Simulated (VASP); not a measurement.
ZnSe (Stilleite):

```
Zn Se
1.0
     0.00000    2.86592    2.86592
     2.86592    0.00000    2.86592
     2.86592    2.86592    0.00000
Zn Se
1 1
Direct
  0.00000 0.00000 0.00000
  0.25000 0.25000 0.25000
```

- Program: VASP 6.6.1
- Task: relaxation of cell and atoms
- Functional: PBEsol
- Potentials or basis: VASP PAW PBE potentials, release 64 (Zn, Se)
- Cutoff: 500 eV
- k mesh: 8 × 8 × 8
- Occupations: gaussian, width 0.02 eV
- Spin: no spin polarisation

At the start: pressure -2.8 GPa; volume 23.54 Å³/atom.

Question: How do energy, volume and symmetry change on relaxing?

Answer: Over 3 steps the energy falls by 10.0 meV/atom and the volume is 22.44 Å³/atom (-4.7 %); space group F-43m (No. 216, to 0.05 Å).

Step by step:
```tsv
step	energy change (eV)	largest force (eV/Å)	pressure (GPa)	volume (Å³)
1	0.0000	0.0000	-2.80	47.08
2	-0.0186	0.0000	0.79	44.33
3	-0.0200	0.0000	0.01	44.87
```

Final structure:
```
CELL_PARAMETERS angstrom
0.00000 2.82042 2.82042
2.82042 0.00000 2.82042
2.82042 2.82042 0.00000
ATOMIC_POSITIONS crystal
Zn 0.00000 0.00000 0.00000
Se 0.25000 0.25000 0.25000
```

Caveat: the PAW data sets were made with another functional, which shifts forces and pressure a little.
